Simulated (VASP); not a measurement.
A run of VASP 6.6.1 is set up as follows.

The input INCAR:

```
SYSTEM = Sb
PREC     = Accurate       ! precision mode
ENCUT    = 520            ! plane-wave cutoff, eV
EDIFF    = 1E-6           ! SCF threshold, eV
ISMEAR   = -1             ! smearing method
SIGMA    = 0.05           ! smearing width, eV
LREAL    = .False.        ! projectors in reciprocal space
LASPH    = .True.         ! aspherical terms in the spheres
NELM     = 80             ! most SCF steps
ALGO     = Normal         ! electronic algorithm
ISIF     = 2              ! what is computed and relaxed
LWAVE    = .False.        ! write WAVECAR
LCHARG   = .True.         ! write CHGCAR
GGA      = PE             ! functional
LELF     = .True.         ! ELF
LVHAR    = .True.       
NBANDS   = 8              ! bands
```

The input KPOINTS:

```
Automatic mesh
0
Gamma
  13 13 13
  0 0 0
```

POSCAR

```
Sb
1.0
    3.1600000000      0.0000000000      0.0000000000
    0.0000000000      3.1600000000      0.0000000000
    0.0000000000      0.0000000000      3.2548000000
Sb
1
Direct
    0.0000000000      0.0000000000      0.0000000000
```

Potentials or basis: VASP PAW PBE potentials, release 64 (Sb).

Command:

```bash
$ cat potpaw_PBE.64/Sb/POTCAR > POTCAR
$ mpirun -np 1 vasp_std > vasp.out
```

Task: Predict the pressure.

Result: -3.7 GPa.

Stress tensor (GPa, compression positive):
```
-2.48  0.00  0.00
 0.00 -2.48  0.00
 0.00  0.00 -5.99
```

Caveat: the cell differs from its parent crystal (zz strain of +3 %).
